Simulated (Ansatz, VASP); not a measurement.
CuAu in VASP and in Ansatz

Contents of INCAR:

```
PREC     = Accurate       # precision mode
ENCUT    = 520            # plane-wave cutoff, eV
EDIFF    = 1E-6           # SCF threshold, eV
ISMEAR   = -1             # smearing method
SIGMA    = 0.05           # smearing width, eV
LREAL    = F              # projectors in reciprocal space
LASPH    = T              # aspherical terms in the spheres
NELM     = 100            # most SCF steps
ALGO     = Normal         # electronic algorithm
ISIF     = 2              # what is computed and relaxed
LWAVE    = F              # write WAVECAR
LCHARG   = F              # write CHGCAR
GGA      = PS             # functional
NBANDS   = 18             # bands
```

KPOINTS

```
Automatic mesh
0
Gamma
  11 11 11
```

File POSCAR:

```
CuAu
1.0
    1.4620466157      0.8441130071      4.3121794307
   -1.4620466157      0.8441130071      4.3121794307
    0.0000000000     -1.6882260143      4.3121794307
Au Cu
1 1
Direct
    0.0000000000      0.0000000000      0.0000000000
    0.5000000000      0.5000000000      0.5000000000
```

The input input.yaml:

```yaml
crystal:
  lattice:
    - [1.4620466157, 0.8441130071, 4.3121794307]
    - [-1.4620466157, 0.8441130071, 4.3121794307]
    - [0.0, -1.6882260143, 4.3121794307]
  atoms:
    - { symbol: Au, position: [0.0, 0.0, 0.0] }
    - { symbol: Cu, position: [0.5, 0.5, 0.5] }
hamiltonian:
  xc: pbesol
  pseudopotentials: { kind: paw }
kpoints:
  mp_grid: { grid: [11, 11, 11] }
scf:
  occupations: { method: fermi_dirac, width: 0.05 }
output:
  forces: true
  stress: true
  eigenvalues: true
  write_density: true
  write_potential: true
  elf: true
  volumetric_format: npy
```

Alike in both runs: task single point; functional PBEsol; k mesh 11 × 11 × 11; occupations fermi-dirac, width 0.05 eV; no spin polarisation.

|  | VASP | Ansatz |
| --- | --- | --- |
| version | VASP 6.6.1 | Ansatz 0.2.0 |
| potentials or method | VASP PAW PBE potentials, release 64 (Au, Cu) | Ansatz PAW |
| plane-wave cutoff (eV) | 520 | 420 |
| valence electrons in the cell | 22 | 38 |

|  | VASP | Ansatz | Ansatz less VASP |
| --- | --- | --- | --- |
| gap on the k mesh at the Fermi level (eV) | none | none | - |
| pressure (GPa) | -12.3 | -12.3 | -0.03 |
| traceless stress, the component that is largest in VASP (GPa) | 0.59 | 0.48 | -0.108 |

VASP's potentials were made for PBE, not for PBEsol. A gap of «none» marks a metal or a gap that the smearing closes. With one functional, cell and mesh, what is left measures potentials, basis and numerics. VASP's potentials hold 22 valence electrons a cell and Ansatz's 38, so a difference there can come from the potentials and not from the codes.

Spin-orbit coupling is off throughout.
